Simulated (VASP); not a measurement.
# IrO (R-3m) in VASP: further runs

IrO is run at these levels: PBE; tasks: single point, relaxation of cell and atoms.

Program: VASP 6.6.1. These are calculated values, not measurements. Logs are shortened: lines on timing, memory, paths and dates and some standing lists are left out, and cuts for length are marked.

## (1) The cell of the first run

The structure is trigonal, space group R-3m (No. 166). The conventional cell has a = 3.563 Å, b = 3.563 Å, c = 6.074 Å, α = 90.00°, β = 90.00°, γ = 120.00°. Within 3.1 Å of Ir (site symmetry -3m) lie 8 O at 2.29 to 3.04 Å and 6 Ir at 2.89 Å. Within 3.1 Å of O (site symmetry -3m) lie 8 Ir at 2.29 to 3.04 Å and 6 O at 2.89 Å.

The cell was built from a structure type or drawn by symmetry, and may not be a known phase.

## (2) Single point, PBE, collinear spin

INCAR reads:

```
SYSTEM = IrO
PREC     = Accurate       ! precision mode
ENCUT    = 520            ! plane-wave cutoff, eV
EDIFF    = 1E-7           ! SCF threshold, eV
ISMEAR   = 0              ! smearing method
SIGMA    = 0.1            ! smearing width, eV
LREAL    = .False.        ! projectors in reciprocal space
LASPH    = .True.         ! aspherical terms in the spheres
NELM     = 150            ! most SCF steps
ALGO     = Normal         ! electronic algorithm
ISIF     = 2              ! what is computed and relaxed
LWAVE    = .False.        ! write WAVECAR
LCHARG   = .False.        ! write CHGCAR
ISPIN    = 2              ! spin polarisation
MAGMOM   = 1 0            ! initial moments
LORBIT   = 11             ! projections on sites
LMAXMIX  = 4              ! l up to which the mixer works
GGA      = PE             ! functional
NBANDS   = 18             ! bands
```

KPOINTS reads:

```
Automatic mesh
0
Gamma
  6 6 6
  0 0 0
```

POSCAR reads:

```
IrO
1.0
    1.7814671591      1.0285305454      2.0246674967
   -1.7814671591      1.0285305454      2.0246674967
    0.0000000000     -2.0570610861      2.0246674992
Ir O
1 1
Direct
    0.0000000000      0.0000000000      0.0000000000
    0.5000000000      0.5000000000      0.5000000000
```

Potentials or basis: VASP PAW PBE potentials, release 64 (Ir, O).

The run is started by

```console
$ cat potpaw_PBE.64/Ir/POTCAR potpaw_PBE.64/O/POTCAR > POTCAR
$ mpirun -np 1 vasp_std > vasp.out
```

OUTCAR:

```text
SYSTEM = IrO
   PREC = Accurate
   ENCUT = 520
   EDIFF = 1E-7
   ISMEAR = 0
   LREAL = .False.
   LASPH = .True.
   NELM = 150
   ISIF = 2
   ISPIN = 2
   LORBIT = 11
   GGA = PE

 ion  position               nearest neighbor table
   1  0.000  0.000  0.000-   2 2.29   2 2.29   2 2.29   2 2.29   2 2.29   2 2.29
   2  0.500  0.500  0.500-   1 2.29   1 2.29   1 2.29   1 2.29   1 2.29   1 2.29

  LATTYP: Found a trigonal (rhomboedric) cell.
 ALAT       =     2.8863088528
 COS(alpha) =     0.2380963851

  Lattice vectors:

 A1 = (   1.7814671591,   1.0285305454,   2.0246674967)
 A2 = (  -1.7814671591,   1.0285305454,   2.0246674967)
 A3 = (   0.0000000000,  -2.0570610861,   2.0246674992)

Analysis of symmetry for initial positions (statically):
=====================================================================
 Subroutine PRICEL returns:
 Original cell was already a primitive cell.

 Routine SETGRP: Setting up the symmetry group for a
 trigonal (rhombohedral) supercell.

 Subroutine GETGRP returns: Found 12 space group operations
 (whereof 12 operations were pure point group operations)
 out of a pool of 12 trial point group operations.

The static configuration has the point symmetry D_3d.

Analysis of symmetry for dynamics (positions and initial velocities):
=====================================================================
 Subroutine PRICEL returns:
 Original cell was already a primitive cell.

 Routine SETGRP: Setting up the symmetry group for a
 trigonal (rhombohedral) supercell.

 Subroutine GETGRP returns: Found 12 space group operations
 (whereof 12 operations were pure point group operations)
 out of a pool of 12 trial point group operations.

The dynamic configuration has the point symmetry D_3d.

Analysis of structural, dynamic, and magnetic symmetry:
=====================================================================
 Subroutine PRICEL returns:
 Original cell was already a primitive cell.

 Routine SETGRP: Setting up the symmetry group for a
 trigonal (rhombohedral) supercell.

 Subroutine GETGRP returns: Found 12 space group operations
 (whereof 12 operations were pure point group operations)
 out of a pool of 12 trial point group operations.

The overall configuration has the point symmetry D_3d.

 Subroutine INISYM returns: Found 12 space group operations
 (whereof 12 operations are pure point group operations),
 and found     1 'primitive' translations

----------------------------------------------------------------------------------------

                                     Primitive cell

  volume of cell :      22.2587

  direct lattice vectors                    reciprocal lattice vectors
     1.781467159  1.028530545  2.024667497     0.280667537  0.162043478  0.164636086
    -1.781467159  1.028530545  2.024667497    -0.280667537  0.162043478  0.164636086
     0.000000000 -2.057061086  2.024667499     0.000000000 -0.324086956  0.164636087

  length of vectors
     2.886308853  2.886308853  2.886308853     0.363507079  0.363507079  0.363507079

  position of ions in fractional coordinates (direct lattice)
     0.000000000  0.000000000  0.000000000
     0.500000000  0.500000000  0.500000000

  ion indices of the primitive-cell ions
   primitive index   ion index
                 1           1
                 2           2

----------------------------------------------------------------------------------------

 KPOINTS: Automatic mesh

Automatic generation of k-mesh.
 Grid dimensions read from file:
 generate k-points for:    6    6    6

 Generating k-lattice:

  Cartesian coordinates                     Fractional coordinates (reciprocal lattice)
     0.046777923  0.027007246  0.027439348     0.166666667  0.000000000  0.000000000
    -0.046777923  0.027007246  0.027439348     0.000000000  0.166666667  0.000000000
     0.000000000 -0.054014493  0.027439348     0.000000000  0.000000000  0.166666667

  Length of vectors
     0.060584513  0.060584513  0.060584513

  Shift w.r.t. Gamma in fractional coordinates (k-lattice)
     0.000000000  0.000000000  0.000000000

 Subroutine IBZKPT returns following result:
 ===========================================

 Found     32 irreducible k-points:

 Following reciprocal coordinates:
            Coordinates               Weight
  0.000000  0.000000  0.000000      1.000000
  0.166667  0.000000  0.000000      6.000000
  0.333333  0.000000 -0.000000      6.000000
  0.500000  0.000000 -0.000000      3.000000
  0.166667  0.166667  0.000000      6.000000
  0.333333  0.166667 -0.000000     12.000000
[... 16 lines left out ...]
  0.500000  0.500000  0.166667      6.000000
 -0.333333  0.500000  0.166667     12.000000
 [... further k-points ...]
   k-points           NKPTS =     32   k-points in BZ     NKDIM =     32   number of bands    NBANDS=     18
   number of dos      NEDOS =    301   number of ions     NIONS =      2
   total plane-waves  NPLWV =  13824
[... 84 lines left out ...]
     17      31.7575      0.00000
     18      32.0342      0.00000

 k-point     2 :       0.1667    0.0000    0.0000
  band No.  band energies     occupation
      1     -12.4492      1.00000
      2       1.5665      1.00000
      3       2.4676      1.00000
      4       3.8832      1.00000
      5       4.1855      1.00000
      6       4.8511      1.00000
[... 10 lines left out ...]
     17      32.8786      0.00000
     18      34.3480      0.00000

 k-point     3 :       0.3333    0.0000   -0.0000
  band No.  band energies     occupation
      1     -11.9124      1.00000
      2      -0.4843      1.00000
      3       1.3823      1.00000
      4       3.2505      1.00000
      5       4.6959      1.00000
      6       6.1204      1.00000
[... 412 lines left out ...]
 k-point    23 :       0.5000    0.5000    0.1667
  band No.  band energies     occupation
      1     -11.5365      1.00000
      2       0.8538      1.00000
      3       1.3510      1.00000
      4       2.2280      1.00000
      5       4.4741      1.00000
      6       7.4024      1.00000
[... 10 lines left out ...]
     17      34.6857      0.00000
     18      37.5196      0.00000

 k-point    24 :      -0.3333    0.5000    0.1667
  band No.  band energies     occupation
      1     -11.5905      1.00000
      2       0.9344      1.00000
      3       1.4842      1.00000
      4       2.3211      1.00000
      5       5.2613      1.00000
      6       6.6769      1.00000
[... 10 lines left out ...]
     17      34.6361      0.00000
     18      37.0573      0.00000

 [... further k-points ...]

 spin component 2

 k-point     1 :       0.0000    0.0000    0.0000
  band No.  band energies     occupation
      1     -12.6943      1.00000
      2       3.5833      1.00000
      3       3.5833      1.00000
      4       3.6304      1.00000
      5       3.6304      1.00000
      6       4.6536      1.00000
[... 10 lines left out ...]
     17      31.7575      0.00000
     18      32.0342      0.00000

 k-point     2 :       0.1667    0.0000    0.0000
  band No.  band energies     occupation
      1     -12.4492      1.00000
      2       1.5665      1.00000
      3       2.4676      1.00000
      4       3.8832      1.00000
      5       4.1855      1.00000
      6       4.8511      1.00000
[... 10 lines left out ...]
     17      32.8786      0.00000
     18      34.3480      0.00000

 k-point     3 :       0.3333    0.0000   -0.0000
  band No.  band energies     occupation
      1     -11.9124      1.00000
      2      -0.4843      1.00000
      3       1.3823      1.00000
      4       3.2505      1.00000
      5       4.6960      1.00000
      6       6.1205      1.00000
[... 412 lines left out ...]
 k-point    23 :       0.5000    0.5000    0.1667
  band No.  band energies     occupation
      1     -11.5365      1.00000
      2       0.8538      1.00000
      3       1.3510      1.00000
      4       2.2280      1.00000
      5       4.4741      1.00000
      6       7.4024      1.00000
[... 10 lines left out ...]
     17      34.6857      0.00000
     18      37.5233      0.00000

 k-point    24 :      -0.3333    0.5000    0.1667
  band No.  band energies     occupation
      1     -11.5905      1.00000
      2       0.9344      1.00000
      3       1.4842      1.00000
      4       2.3211      1.00000
      5       5.2613      1.00000
      6       6.6770      1.00000
[... 10 lines left out ...]
     17      34.6361      0.00000
     18      37.0573      0.00000

 [... further k-points ...]

------------------------ aborting loop because EDIFF is reached ----------------------------------------

  FORCE on cell =-STRESS in cart. coord.  units (eV):
  Direction    XX          YY          ZZ          XY          YZ          ZX
  --------------------------------------------------------------------------------------
  -------------------------------------------------------------------------------------
  Total        0.0632780      0.0632780      0.0556707      0.0000000     -0.0000000      0.0000000
  in kB        4.5547364      4.5547364      4.0071659      0.0000000     -0.0000000      0.0000000
  external PRESSURE =       4.3722129 kB  Pullay stress =       0.0000000 kB

 VOLUME and BASIS-vectors are now :
 -----------------------------------------------------------------------------
  energy-cutoff  :      520.00
  volume of cell :       22.26
      direct lattice vectors                 reciprocal lattice vectors
     1.781467159  1.028530545  2.024667497     0.280667537  0.162043478  0.164636086
    -1.781467159  1.028530545  2.024667497    -0.280667537  0.162043478  0.164636086
     0.000000000 -2.057061086  2.024667499     0.000000000 -0.324086956  0.164636087

 POSITION                                       TOTAL-FORCE (eV/Angst)
 -----------------------------------------------------------------------------------
      0.00000      0.00000      0.00000        -0.000000      0.000000      0.000000
      0.00000      0.00000      3.03700         0.000000      0.000000     -0.000000
 -----------------------------------------------------------------------------------
    total drift:                               -0.000000      0.000000     -0.000000

  FREE ENERGIE OF THE ION-ELECTRON SYSTEM (eV)
  ---------------------------------------------------
  free  energy   TOTEN  =       -12.3228922525 eV

  energy  without entropy=      -12.3162339901  energy(sigma->0) =      -12.31956312

 total charge

# of ion       s       p       d       tot
------------------------------------------
    1        0.489   0.427   6.954   7.871
    2        1.620   3.231   0.000   4.850
--------------------------------------------------
tot          2.109   3.657   6.954  12.721

 magnetization (x)

# of ion       s       p       d       tot
------------------------------------------
    1       -0.000  -0.000   0.000   0.000
    2        0.000   0.000   0.000   0.000
--------------------------------------------------
tot         -0.000   0.000   0.000   0.000
```

Wall time 32 s (1 thread of Intel Xeon 8259CL, shared host); peak memory 0.16 GiB.

Results:

```yaml
Free_energy: -12.3229 eV
Pressure: 0.4 GPa
Net_moment: 0.00 μB per cell
Valence_electrons_inside_the_program's_atomic_spheres: Ir 7.87; O 4.85
```

Caveat: the k points lie up to 0.38 Å⁻¹ apart; spin-orbit coupling is left out, which moves the levels of the heavy elements.

## (3) Single point, PBE, collinear spin

This run uses another cell than the first one, of 13.76 Å³/atom.

INCAR, as its differences from that of step 2:

```diff
@@ -3,3 +3,3 @@
 ENCUT    = 520            ! plane-wave cutoff, eV
-EDIFF    = 1E-7           ! SCF threshold, eV
+EDIFF    = 1E-6           ! SCF threshold, eV
 ISMEAR   = 0              ! smearing method
```

KPOINTS is that of step 2.

POSCAR reads:

```
IrO
1.0
    1.9403717200      1.1202741400      2.1097321000
   -1.9403717200      1.1202741400      2.1097321000
    0.0000000000     -2.2405482700      2.1097321000
Ir O
1 1
Direct
    0.0000000000      0.0000000000      0.0000000000
    0.5000000000      0.5000000000      0.5000000000
```

Potentials or basis: VASP PAW PBE potentials, release 64 (Ir, O).

The run is started by

```console
$ cat potpaw_PBE.64/Ir/POTCAR potpaw_PBE.64/O/POTCAR > POTCAR
$ mpirun -np 1 vasp_std > vasp.out
```

It took 33 s on 1 thread of Intel Xeon 8259CL, shared host; peak memory 0.17 GiB.

The run converged. Its results:

* Free energy: -11.6470 eV
* Pressure: -32.0 GPa
* Net moment: 0.00 μB per cell
* Valence electrons inside the program's atomic spheres: Ir 7.47; O 4.74

Stress tensor (GPa, compression positive):
```
-36.46   0.00   0.00
  0.00 -36.46   0.00
  0.00   0.00 -23.07
```

Levels at points of the mesh, in eV from the Fermi level:
Spin up:
| k point | band 4 | band 5 | band 6 | band 7 | band 8 | band 9 | band 10 | band 11 | band 12 | band 13 |
| --- | --- | --- | --- | --- | --- | --- | --- | --- | --- | --- |
| (0.00, 0.00, 0.00) | -3.11 | -3.11 | -2.46 | -2.27 | -0.66 | -0.66 | 0.18 | 13.63 | 17.06 | 17.06 |
| (0.50, 0.00, 0.00) | -3.47 | -2.35 | -1.26 | 0.60 | 0.94 | 1.54 | 4.32 | 5.07 | 12.28 | 15.52 |
| (0.50, 0.50, 0.00) | -3.31 | -2.59 | -1.59 | -1.06 | -0.78 | 0.63 | 4.59 | 7.31 | 9.96 | 15.37 |
| (0.50, 0.50, 0.50) | -6.04 | 0.23 | 0.54 | 0.54 | 1.81 | 1.81 | 4.42 | 8.32 | 8.32 | 9.04 |
Spin down:
```tsv
k point	band 5	band 6	band 7	band 8	band 9	band 10	band 11	band 12
(0.00, 0.00, 0.00)	-3.11	-2.46	-2.27	-0.66	-0.66	0.18	13.63	17.06
(0.50, 0.00, 0.00)	-2.35	-1.26	0.60	0.94	1.54	4.32	5.07	12.28
(0.50, 0.50, 0.00)	-2.59	-1.59	-1.06	-0.78	0.63	4.59	7.31	9.96
(0.50, 0.50, 0.50)	0.23	0.54	0.54	1.81	1.81	4.42	8.32	8.32
```

Caveat: the cell stands under tension; spin-orbit coupling is left out, which moves the levels of the heavy elements.

## (4) Relaxation of cell and atoms, PBE, collinear spin

This run uses another cell than the first one, of 13.76 Å³/atom.

INCAR reads:

```
  PREC = Accurate
  ENCUT = 600
  EDIFF = 1E-6
  ISMEAR = 0
  SIGMA = 0.1
  LREAL = False
  LASPH = True
  NELM = 150
  ALGO = Normal
  ISIF = 3
  LWAVE = False
  LCHARG = False
  ISPIN = 2
  MAGMOM = 1 0
  LORBIT = 11
  LMAXMIX = 4
  GGA = PE
  IBRION = 2
  NSW = 90
  EDIFFG = -0.04
```

KPOINTS reads:

```
Automatic mesh
0
Gamma
  6 6 6
```

POSCAR is that of step 3.

The run is started by

```console
$ cat potpaw_PBE.64/Ir/POTCAR potpaw_PBE.64/O/POTCAR > POTCAR
$ mpirun -np 1 vasp_std > vasp.out
```

Run time: 2.9 min. Hardware: 1 thread of Intel Xeon 8259CL, shared host; peak memory 0.21 GiB.

Results (log left out):

```yaml
Free_energy: -12.3337 eV
Relaxed_volume: 11.13 Å³/atom
Relaxed_cell: a = 2.886 Å, b = 2.886 Å, c = 2.886 Å, α = 76.22°, β = 76.22°, γ = 76.22°
Space_group_after_relaxing_to_0.1_Å: R-3m (No. 166)
Energy_gained_by_relaxing: 342.9 meV/atom
Ionic_steps: 7
Pressure_after_relaxing: 0.3 GPa
Net_moment: 0.00 μB per cell
Valence_electrons_inside_the_program's_atomic_spheres: Ir 7.87; O 4.85
```

Stress tensor (GPa, compression positive):
```
0.36 0.00 0.00
0.00 0.36 0.00
0.00 0.00 0.24
```

The path:
```tsv
step	energy change (eV)	largest force (eV/Å)	pressure (GPa)	volume (Å³)
1	0.0000	0.0000	-32.04	27.52
2	0.3674	0.0000	94.48	17.93
3	-0.6819	0.0000	-2.26	22.45
4	-0.6836	0.0000	-0.50	22.29
5	-0.6838	0.0000	0.63	22.19
6	-0.6857	0.0000	0.40	22.24
7	-0.6858	0.0000	0.32	22.26
```

Final structure:
```xyz
2
Lattice="1.7813 1.0284 2.0248 -1.7813 1.0284 2.0248 0.0000 -2.0569 2.0248" Properties=species:S:1:pos:R:3 pbc="T T T"
Ir    0.0000    0.0000    0.0000
O     0.0000    0.0000    3.0372
```

Levels at points of the mesh, in eV from the Fermi level:
Spin up:
| k point | band 6 | band 7 | band 8 | band 9 | band 10 | band 11 |
| --- | --- | --- | --- | --- | --- | --- |
| (0.00, 0.00, 0.00) | -3.36 | -2.65 | -1.08 | -1.08 | 0.42 | 13.98 |
| (0.50, 0.00, 0.00) | -1.93 | 0.90 | 1.45 | 2.21 | 4.61 | 6.63 |
| (0.50, 0.50, 0.00) | -1.75 | -1.44 | -0.85 | 0.86 | 5.83 | 8.07 |
| (0.50, 0.50, 0.50) | 0.66 | 0.66 | 2.62 | 2.62 | 4.14 | 9.36 |
Spin down:
```tsv
k point	band 6	band 7	band 8	band 9	band 10	band 11
(0.00, 0.00, 0.00)	-3.36	-2.65	-1.08	-1.08	0.42	13.98
(0.50, 0.00, 0.00)	-1.93	0.90	1.45	2.21	4.61	6.63
(0.50, 0.50, 0.00)	-1.75	-1.44	-0.85	0.86	5.83	8.07
(0.50, 0.50, 0.50)	0.66	0.66	2.62	2.62	4.14	9.36
```

Caveat: the volume moved by over 15 % at a fixed basis, so the end points are rough; spin-orbit coupling is left out, which moves the levels of the heavy elements.

## (5) Single point, PBE

This run uses another cell than the first one, of 11.17 Å³/atom.

INCAR reads:

```
ALGO = Normal
EDIFF = 1E-6
ENCUT = 520
GGA = PE
ISIF = 2
ISMEAR = 0
LASPH = T
LCHARG = F
LREAL = F
LWAVE = F
NBANDS = 14
NELM = 100
PREC = Accurate
SIGMA = 0.1
```

KPOINTS reads:

```
k-points
0
Gamma
  24 24 24
```

POSCAR reads:

```
IrO
1.0
    1.7888730339      1.0328063276      2.0145221148
   -1.7888730339      1.0328063276      2.0145221148
    0.0000000000     -2.0656126553      2.0145221147
Ir O
1 1
Direct
    0.0000000000      0.0000000000      0.0000000000
    0.5000000000      0.5000000000      0.5000000000
```

The run is started by

```console
$ cat potpaw_PBE.64/Ir/POTCAR potpaw_PBE.64/O/POTCAR > POTCAR
$ mpirun -np 1 vasp_std > vasp.out
```

It took 4.9 min on 1 thread of Intel Xeon 8259CL, shared host; peak memory 0.52 GiB.

Results (log left out):

```
Free energy            : -12.2853 eV
Pressure               : 0.4 GPa
Band gap on the k mesh : zero (an odd number of electrons rules out a gap without spin polarisation)
```

Stress tensor (GPa, compression positive):
```
0.44 0.00 0.00
0.00 0.44 0.00
0.00 0.00 0.34
```

Levels at points of the mesh, in eV from the Fermi level:
| k point | band 5 | band 6 | band 7 | band 8 | band 9 | band 10 | band 11 | band 12 |
| --- | --- | --- | --- | --- | --- | --- | --- | --- |
| (0.00, 0.00, 0.00) | -4.33 | -3.31 | -2.68 | -1.10 | -1.10 | 0.40 | 14.01 | 18.81 |
| (0.50, 0.00, 0.00) | -3.15 | -1.94 | 0.84 | 1.38 | 2.15 | 4.59 | 6.56 | 12.32 |
| (0.50, 0.50, 0.00) | -3.78 | -1.84 | -1.50 | -0.93 | 0.82 | 5.79 | 8.05 | 11.51 |
| (0.50, 0.50, 0.50) | 0.14 | 0.64 | 0.64 | 2.55 | 2.55 | 4.13 | 9.22 | 9.22 |

Caveat: spin-orbit coupling is left out, which moves the levels of the heavy elements; an odd number of electrons without spin polarisation forces a metal; a magnetic or distorted state may lie lower.

## (6) The runs side by side

| task | spin | cell | k mesh | cutoff (eV) | gap on the mesh (eV) | pressure (GPa) | moment (μB) |
| --- | --- | --- | --- | --- | --- | --- | --- |
| single point | collinear | a = 2.886 Å, angles 76.2°, 2 atoms | 6 × 6 × 6 | 520 | none | 0.4 | 0.00 |
| single point | collinear | a = 3.078 Å, angles 78.2°, 2 atoms | 6 × 6 × 6 | 520 | none | -32.0 | 0.00 |
| relaxation of cell and atoms | collinear | relaxed from a = 3.078 Å, angles 78.2°, 2 atoms | 6 × 6 × 6 | 600 | none | 0.3 | 0.00 |
| single point | off | a = 2.885 Å, angles 76.6°, 2 atoms | 24 × 24 × 24 | 520 | none | 0.4 | - |

Alike in all rows: level PBE; potentials or basis VASP PAW PBE potentials, release 64 (Ir, O); smearing gaussian 0.1 eV.

Caveats: some runs use coarse meshes; spin-orbit coupling is left out, which moves the levels of the heavy elements; the cell stands under tension (at least some runs); the volume moved by over 15 % at a fixed basis, so the end points are rough (at least some runs); an odd number of electrons without spin polarisation forces a metal (at least some runs); a magnetic or distorted state may lie lower (at least some runs).

Total energies depend on the potentials used, so only differences within one code and one set of settings carry meaning.
